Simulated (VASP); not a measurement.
SnO2: single point with PBEsol

Crystal: SnO2.

```
Sn O
1.0
     3.23058    0.00000    0.00000
    -1.61529    2.79776    0.00000
     0.00000    0.00000   10.79056
Sn O
2 4
Direct
  0.00000 0.00000 0.50000
  0.00000 0.00000 0.00000
  0.66667 0.33333 0.40586
  0.66667 0.33333 0.09414
  0.33333 0.66667 0.59414
  0.33333 0.66667 0.90586
```

* Program: VASP 6.6.1
* Task: single point
* Functional: PBEsol
* Potentials or basis: VASP PAW PBE potentials, release 64 (Sn_d, O)
* Cutoff: 520 eV
* k mesh: 12 × 12 × 2
* Occupations: gaussian, width 0.01 eV
* Spin: no spin polarisation
* Dipole correction: no
* Further INCAR settings: ALGO = Normal; EDIFF = 1e-06; NBANDS = 35

The pressure is -3.8 GPa, the largest force is 0.335 eV/Å and the band gap on the k mesh is 2.05 eV (least direct gap 2.45 eV).

Forces in eV/Å, atoms in the order of the input:
```
Sn   0.000  0.000  0.000
Sn   0.000  0.000  0.000
O    0.000  0.000  0.335
O    0.000  0.000 -0.335
O    0.000  0.000 -0.335
O    0.000  0.000  0.335
```

Stress tensor (GPa, compression positive):
```
-4.82  0.00  0.00
 0.00 -4.82  0.00
 0.00  0.00 -1.84
```

Levels at points of the mesh, in eV from the valence-band top:
```
           k point  band 22  band 23  band 24  band 25  band 26  band 27  band 28  band 29  band 30  band 31
(0.00, 0.00, 0.00)    -0.90    -0.90    -0.88    -0.88    -0.41     2.05     2.75     5.31     5.65    10.11
(0.50, 0.00, 0.00)    -1.18    -0.56    -0.53    -0.46    -0.09     5.04     5.16     6.84     7.41     9.82
(0.00, 0.00, 0.50)    -0.89    -0.89    -0.89    -0.72    -0.72     2.41     2.41     5.49     5.49    10.20
(0.50, 0.00, 0.50)    -1.33    -0.54    -0.54    -0.26    -0.26     5.10     5.10     7.11     7.11    10.01
```

Wall time 110 s on 1 thread of AMD EPYC 7R13 Processor (Zen 3) (shared host), peak memory 0.23 GiB.

Caveat: the cell stands under tension; the PAW data sets were made with another functional, which shifts forces and pressure a little; spin-orbit coupling is left out, which moves the levels of the heavy elements. A k mesh can miss the band edges.
